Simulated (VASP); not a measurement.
# Ge (Cmcm) in VASP: notebook, part 2 of 2

VASP 6.6.1. The steps go on from the part before.

## 3. Single point, LDA (volume scaled by 1.02)

Input file INCAR:

```
SYSTEM = Ge
  ALGO = Normal
  EDIFF = 1E-6
  ENCUT = 520
  ISIF = 2
  ISMEAR = -1
  LASPH = .TRUE.
  LCHARG = .FALSE.
  LREAL = .FALSE.
  LWAVE = .FALSE.
  NBANDS = 21
  NELM = 80
  PREC = Accurate
  SIGMA = 0.05
```

Input file KPOINTS:

```
k-points
0
G
  10 10 6
  0 0 0
```

Input file POSCAR:

```
Ge
1.0
    1.4979078673     -2.6118734857      0.0000000000
    1.4979078673      2.6118734857      0.0000000000
    0.0000000000      0.0000000000      4.7589052838
Ge
2
Direct
    0.3334466300      0.6665533700      0.2500000000
    0.6665533700      0.3334466300      0.7500000000
```

Potentials or basis: VASP PAW LDA potentials, release 64 (Ge_d).

The run is started by

```console
$ cat potpaw_LDA.64/Ge_d/POTCAR > POTCAR
$ mpirun -np 1 vasp_std > vasp.out
```

OUTCAR:

```text
SYSTEM = Ge
   EDIFF = 1E-6
   ENCUT = 520
   ISIF = 2
   ISMEAR = -1
   LASPH = .TRUE.
   LREAL = .FALSE.
   NELM = 80
   PREC = Accurate

 ion  position               nearest neighbor table
   1  0.333  0.667  0.250-
   2  0.667  0.333  0.750-

  LATTYP: Found a base centered orthorhombic cell.
 ALAT       =     2.9958157346
 B/A-ratio  =     1.7436809985
 C/A-ratio  =     1.5885173540

  Lattice vectors:

 A1 = (   1.4979078673,  -2.6118734857,   0.0000000000)
 A2 = (   1.4979078673,   2.6118734857,   0.0000000000)
 A3 = (   0.0000000000,   0.0000000000,   4.7589052838)

Analysis of symmetry for initial positions (statically):
=====================================================================
 Subroutine PRICEL returns:
 Original cell was already a primitive cell.

 Routine SETGRP: Setting up the symmetry group for a
 base centered orthorhombic supercell.

 Subroutine GETGRP returns: Found  8 space group operations
 (whereof  4 operations were pure point group operations)
 out of a pool of  8 trial point group operations.

The static configuration has the point symmetry C_2h.
 The point group associated with its full space group is D_2h.

Analysis of symmetry for dynamics (positions and initial velocities):
=====================================================================
 Subroutine PRICEL returns:
 Original cell was already a primitive cell.

 Routine SETGRP: Setting up the symmetry group for a
 base centered orthorhombic supercell.

 Subroutine GETGRP returns: Found  8 space group operations
 (whereof  4 operations were pure point group operations)
 out of a pool of  8 trial point group operations.

The dynamic configuration has the point symmetry C_2h.
 The point group associated with its full space group is D_2h.

 Subroutine INISYM returns: Found  8 space group operations
 (whereof  4 operations are pure point group operations),
 and found     1 'primitive' translations

----------------------------------------------------------------------------------------

                                     Primitive cell

  volume of cell :      37.2370

  direct lattice vectors                    reciprocal lattice vectors
     1.497907867 -2.611873486  0.000000000     0.333798901 -0.191433468  0.000000000
     1.497907867  2.611873486  0.000000000     0.333798901  0.191433468  0.000000000
     0.000000000  0.000000000  4.758905284     0.000000000  0.000000000  0.210132360

  length of vectors
     3.010915323  3.010915323  4.758905284     0.384796672  0.384796672  0.210132360

  position of ions in fractional coordinates (direct lattice)
     0.333446630  0.666553370  0.250000000
     0.666553370  0.333446630  0.750000000

  ion indices of the primitive-cell ions
   primitive index   ion index
                 1           1
                 2           2

----------------------------------------------------------------------------------------

 KPOINTS: k-points

Automatic generation of k-mesh.
 Grid dimensions read from file:
 generate k-points for:   10   10    6

 Generating k-lattice:

  Cartesian coordinates                     Fractional coordinates (reciprocal lattice)
     0.033379890 -0.019143347  0.000000000     0.100000000  0.000000000  0.000000000
     0.033379890  0.019143347  0.000000000     0.000000000  0.100000000  0.000000000
     0.000000000  0.000000000  0.035022060     0.000000000  0.000000000  0.166666667

  Length of vectors
     0.038479667  0.038479667  0.035022060

  Shift w.r.t. Gamma in fractional coordinates (k-lattice)
     0.000000000  0.000000000  0.000000000

 Subroutine IBZKPT returns following result:
 ===========================================

 Found    124 irreducible k-points:

 Following reciprocal coordinates:
            Coordinates               Weight
  0.000000  0.000000  0.000000      1.000000
  0.100000  0.000000  0.000000      4.000000
  0.200000  0.000000  0.000000      4.000000
  0.300000 -0.000000  0.000000      4.000000
  0.400000  0.000000  0.000000      4.000000
  0.500000  0.000000  0.000000      2.000000
[... 16 lines left out ...]
  0.300000  0.300000  0.000000      2.000000
  0.400000  0.300000  0.000000      4.000000
 [... further k-points ...]
   k-points           NKPTS =    124   k-points in BZ     NKDIM =    124   number of bands    NBANDS=     21
   number of dos      NEDOS =    301   number of ions     NIONS =      2
   total plane-waves  NPLWV =  20736
   dimension x,y,z NGX =    24 NGY =   24 NGZ =   36
   dimension x,y,z NGXF=    48 NGYF=   48 NGZF=   72
   ions per type =               2
   NGX,Y,Z   is equivalent  to a cutoff of  13.25, 13.25, 12.58 a.u.
   NGXF,Y,Z  is equivalent  to a cutoff of  26.50, 26.50, 25.15 a.u.
 SYSTEM =  Ge
   PREC   = accura    normal or accurate (medium, high low for compatibility)
   ISTART =      0    job   : 0-new  1-cont  2-samecut
   ICHARG =      2    charge: 1-file 2-atom 10-const
   ISPIN  =      1    spin polarized calculation?
   LNONCOLLINEAR =      F non collinear calculations
   LSORBIT =      F    spin-orbit coupling
   LASPH  =      T    aspherical Exc in radial PAW
   ENCUT  =  520.0 eV  38.22 Ry    6.18 a.u.   5.60  5.60  8.85*2*pi/ulx,y,z
   NELM   =     80;   NELMIN=  2; NELMDL= -5     # of ELM steps
   EDIFF  = 0.1E-05   stopping-criterion for ELM
   LREAL  =      F    real-space projection
   EDIFFG = 0.1E-04   stopping-criterion for IOM
   NSW    =      0    number of steps for IOM
   IBRION =     -1    ionic relax: 0-MD 1-quasi-New 2-CG
   NFREE  =      0    steps in history (QN), initial steepest desc. (CG)
   ISIF   =      2    stress and relaxation
   ISYM   =      2    0-nonsym 1-usesym 2-fastsym
   POTIM  = 0.5000    time-step for ionic-motion
   TEBEG  =    0.0;   TEEND  =   0.0 temperature during run
   PSTRESS=    0.0 pullay stress
   NELECT =      28.0000    total number of electrons
   NUPDOWN=      -1.0000    fix difference up-down
   EMIN   =  10.00;   EMAX   =-10.00  energy-range for DOS
   EFERMI =   0.00;   METHOD = LEGACY
   ISMEAR =    -1;   SIGMA  =   0.05  broadening in eV -4-tet -1-fermi 0-gaus
   EFERMI_NEDOS =   21; number of points for ismear=-14 and -15
   IALGO  =     38    algorithm
   IMIX   =      4    mixing-type and parameters
     AMIX     =   0.40;   BMIX     =  1.00
     AMIX_MAG =   1.60;   BMIX_MAG =  1.00
  volume/ion in A,a.u.               =      18.62       125.64
  Fermi-wavevector in a.u.,A,eV,Ry     =   1.488685  2.813206 30.152991  2.216182
  Thomas-Fermi vector in A             =   2.601688
   LORBIT       =      0    0 simple, 1 ext, 2 COOP (PROOUT), +10 PAW based schemes
   GGA     = CA    functional components
   LHFCALC =     F    Hartree Fock is set to
   AEXX    =    0.0000 exact exchange contribution
   IVDW    =     0    specifies the selected vdW correction
   LEPSILON=     F    determine dielectric tensor
   LRPA    =     F    only Hartree local field effects (RPA)
 non-spin polarized calculation
  energy-cutoff  :      520.00
  volume of cell :       37.24
 maximum number of plane-waves:      1025
 NGX is ok and might be reduce to    24
   NGX = 11   NGY = 11   NGZ = 17

 number of electron      28.0000010 magnetization

 Free energy of the ion-electron system (eV)
  ---------------------------------------------------
  ext. energy  EPLUGINS =         0.00000000
  ---------------------------------------------------
  free energy    TOTEN  =        -9.78352518 eV

  energy without entropy =       -9.77529590  energy(sigma->0) =       -9.77941054

 E-fermi :   6.5646     XC(G=0): -11.6446

 val. band max:        6.5641799651   @ k =   0.3000   0.2000   0.1667
 cond. band min:       6.5765247075   @ k =   0.5000   0.2000   0.1667
 fundamental gap:      0.0123447424
 Fermi energy:         6.5646033706

 k-point     1 :       0.0000    0.0000    0.0000
  band No.  band energies     occupation
      1     -18.1616      2.00000
      2     -18.1540      2.00000
      3     -18.1512      2.00000
      4     -18.1505      2.00000
      5     -18.1455      2.00000
      6     -18.1424      2.00000
[... 13 lines left out ...]
     20      19.4880      0.00000
     21      20.6014      0.00000

 k-point     2 :       0.1000    0.0000    0.0000
  band No.  band energies     occupation
      1     -18.1648      2.00000
      2     -18.1564      2.00000
      3     -18.1452      2.00000
      4     -18.1413      2.00000
      5     -18.1385      2.00000
      6     -18.1361      2.00000
[... 520 lines left out ...]
 k-point    24 :       0.4000    0.3000    0.0000
  band No.  band energies     occupation
      1     -18.1944      2.00000
      2     -18.1478      2.00000
      3     -18.1446      2.00000
      4     -18.1363      2.00000
      5     -18.1219      2.00000
      6     -18.1109      2.00000
[... 13 lines left out ...]
     20      22.0666      0.00000
     21      22.6700      0.00000

 [... further k-points ...]
[... 5 lines left out ...]
  --------------------------------------------------------------------------------------
  -------------------------------------------------------------------------------------
  Total       -0.8135747     -0.7802911     -0.3003402      0.0000000      0.0000000      0.0000000
  in kB      -35.0052931    -33.5732142    -12.9225976      0.0000000      0.0000000      0.0000000
  external PRESSURE =     -27.1670350 kB  Pullay stress =       0.0000000 kB

 VOLUME and BASIS-vectors are now :
 -----------------------------------------------------------------------------
  energy-cutoff  :      520.00
  volume of cell :       37.24
      direct lattice vectors                 reciprocal lattice vectors
     1.497907867 -2.611873486  0.000000000     0.333798901 -0.191433468  0.000000000
     1.497907867  2.611873486  0.000000000     0.333798901  0.191433468  0.000000000
     0.000000000  0.000000000  4.758905284     0.000000000  0.000000000  0.210132360

 POSITION                                       TOTAL-FORCE (eV/Angst)
 -----------------------------------------------------------------------------------
      1.49791      0.87003      1.18973         0.000000      0.000843      0.000000
      1.49791     -0.87003      3.56918         0.000000     -0.000843     -0.000000
 -----------------------------------------------------------------------------------
    total drift:                                0.000000     -0.000000      0.000000

  FREE ENERGIE OF THE ION-ELECTRON SYSTEM (eV)
  ---------------------------------------------------
  free  energy   TOTEN  =        -9.7835251813 eV

  energy  without entropy=       -9.7752958992  energy(sigma->0) =       -9.77941054
```

OSZICAR:

```text
N       E                     dE             d eps       ncg     rms          rms(c)
DAV:   1     0.174601418087E+03    0.17460E+03   -0.14507E+04  5991   0.375E+03
DAV:   2     0.135428495659E+02   -0.16106E+03   -0.15613E+03  5243   0.581E+02
DAV:   3    -0.918506791170E+01   -0.22728E+02   -0.22537E+02  5853   0.131E+02
DAV:   4    -0.980991763382E+01   -0.62485E+00   -0.62440E+00  5896   0.247E+01
DAV:   5    -0.981922160135E+01   -0.93040E-02   -0.93038E-02  5877   0.333E+00    0.167E+00
DAV:   6    -0.979415572074E+01    0.25066E-01   -0.22425E-02  7160   0.221E+00    0.892E-01
DAV:   7    -0.978390805403E+01    0.10248E-01   -0.13118E-02  7045   0.130E+00    0.867E-02
DAV:   8    -0.978352470355E+01    0.38335E-03   -0.10185E-03  6156   0.563E-01    0.279E-02
DAV:   9    -0.978352500567E+01   -0.30212E-06   -0.21386E-05  5831   0.551E-02    0.114E-02
DAV:  10    -0.978352518129E+01   -0.17562E-06   -0.13694E-06  5053   0.914E-03
   1 F= -.97835252E+01 E0= -.97794105E+01  d E =-.822928E-02
```

Wall time 22 s (1 thread of Intel Xeon 6975P-C (Granite Rapids), shared host); peak memory 0.19 GiB.

What came out:

```yaml
Free_energy: -9.7835 eV
Pressure: -2.7 GPa
Band_gap_on_the_k_mesh: zero (band 14 reaches 13.10 eV, above the bottom of band 15 at 4.41 eV)
```

## 4. Single point, LDA (volume scaled by 1.04)

Input file INCAR:

```
SYSTEM = Ge
PREC = Accurate
ENCUT = 520
EDIFF = 1E-6
ISMEAR = -1
SIGMA = 0.05
LREAL = .False.
LASPH = .True.
NELM = 80
ALGO = Normal
ISIF = 2
LWAVE = .False.
LCHARG = .True.
LELF = .True.
LVHAR = .True.
NBANDS = 21
```

Input file KPOINTS:

```
regular mesh
0
Gamma
  10 10 6
  0 0 0
```

Input file POSCAR:

```
Ge
1.0
    1.5076348143     -2.6288341784      0.0000000000
    1.5076348143      2.6288341784      0.0000000000
    0.0000000000      0.0000000000      4.7898081321
Ge
2
Direct
    0.3334466300      0.6665533700      0.2500000000
    0.6665533700      0.3334466300      0.7500000000
```

The run is started by

```console
$ cat potpaw_LDA.64/Ge_d/POTCAR > POTCAR
$ mpirun -np 1 vasp_std > vasp.out
```

Run time: 22 s. Hardware: 1 thread of Intel Xeon 6975P-C (Granite Rapids), shared host; peak memory 0.19 GiB.

It converged, with:

| Property | Result |
| --- | --- |
| Free energy | -9.7692 eV |
| Pressure | -4.0 GPa |
| Band gap on the k mesh | zero (band 14 reaches 12.76 eV, above the bottom of band 15 at 4.24 eV) |

Stress tensor (GPa, compression positive):
```
-4.71  0.00  0.00
 0.00 -4.61  0.00
 0.00  0.00 -2.66
```

Levels at points of the mesh, in eV from the Fermi level:
| k point | band 11 | band 12 | band 13 | band 14 | band 15 | band 16 | band 17 | band 18 |
| --- | --- | --- | --- | --- | --- | --- | --- | --- |
| (0.00, 0.00, 0.00) | -13.04 | -7.47 | -5.27 | 6.26 | 6.37 | 8.26 | 8.37 | 9.52 |
| (0.50, 0.00, 0.00) | -8.35 | -6.97 | -2.40 | -1.25 | -0.81 | 1.50 | 2.33 | 6.45 |
| (0.50, 0.50, 0.00) | -8.42 | -7.02 | -2.43 | -1.27 | -0.87 | 1.46 | 2.48 | 6.59 |
| (0.00, 0.00, 0.50) | -11.42 | -11.42 | 1.76 | 1.76 | 7.33 | 7.33 | 7.43 | 7.43 |
| (0.50, 0.00, 0.50) | -7.00 | -7.00 | -4.70 | -4.70 | 3.92 | 3.92 | 4.78 | 4.78 |
| (0.50, 0.50, 0.50) | -7.08 | -7.08 | -4.72 | -4.72 | 4.07 | 4.07 | 4.80 | 4.80 |

## 5. Single point, LDA (volume scaled by 1.06)

Input file INCAR:

```
SYSTEM = Ge
  PREC = Accurate
  ENCUT = 520
  EDIFF = 1E-7
  ISMEAR = -1
  SIGMA = 0.05
  LREAL = .FALSE.
  LASPH = .TRUE.
  NELM = 100
  ALGO = Normal
  ISIF = 2
  LWAVE = .FALSE.
  LCHARG = .TRUE.
  LELF = .TRUE.
  LVHAR = .TRUE.
  NBANDS = 21
```

Input file KPOINTS:

```
regular mesh
0
G
  10 10 6
  0 0 0
```

Input file POSCAR:

```
Ge
1.0
    1.5172378428     -2.6455787966      0.0000000000
    1.5172378428      2.6455787966      0.0000000000
    0.0000000000      0.0000000000      4.8203172867
Ge
2
Direct
    0.3334466300      0.6665533700      0.2500000000
    0.6665533700      0.3334466300      0.7500000000
```

The run is started by

```console
$ cat potpaw_LDA.64/Ge_d/POTCAR > POTCAR
$ mpirun -np 1 vasp_std > vasp.out
```

Wall time 24 s (1 thread of Intel Xeon 6975P-C (Granite Rapids), shared host); peak memory 0.19 GiB.

The run converged. Its results:

```
Free energy            : -9.7493 eV
Pressure               : -5.0 GPa
Band gap on the k mesh : zero (band 14 reaches 12.44 eV, above the bottom of band 15 at 4.09 eV)
```

Stress tensor (GPa, compression positive):
```
-5.69  0.00  0.00
 0.00 -5.63  0.00
 0.00  0.00 -3.79
```

Levels at points of the mesh, in eV from the Fermi level:
```tsv
k point	band 12	band 13	band 14	band 15	band 16	band 17
(0.00, 0.00, 0.00)	-7.45	-5.17	6.13	6.24	8.09	8.20
(0.50, 0.00, 0.00)	-6.92	-2.44	-1.25	-0.79	1.50	2.29
(0.50, 0.50, 0.00)	-6.96	-2.47	-1.27	-0.85	1.47	2.44
(0.00, 0.00, 0.50)	-11.30	1.70	1.70	7.17	7.17	7.28
(0.50, 0.00, 0.50)	-7.00	-4.61	-4.61	3.85	3.85	4.67
(0.50, 0.50, 0.50)	-7.07	-4.64	-4.64	4.00	4.00	4.69
```

## 6. The runs side by side

```tsv
cell	gap on the mesh (eV)	pressure (GPa)
a = 2.991, b = 2.991, c = 4.728 Å, angles 90.0, 90.0, 120.3°, 2 atoms	none	-1.2
a = 3.011, b = 3.011, c = 4.759 Å, angles 90.0, 90.0, 120.3°, 2 atoms	none	-2.7
a = 3.030, b = 3.030, c = 4.790 Å, angles 90.0, 90.0, 120.3°, 2 atoms	none	-4.0
a = 3.050, b = 3.050, c = 4.820 Å, angles 90.0, 90.0, 120.3°, 2 atoms	none	-5.0
```

Alike in all rows: task single point; level LDA; potentials or basis VASP PAW LDA potentials, release 64 (Ge_d); no spin polarisation; k mesh 10 × 10 × 6; cutoff (eV) 520; smearing fermi-dirac 0.05 eV.

Total energies depend on the potentials used, so only differences within one code and one set of settings carry meaning.
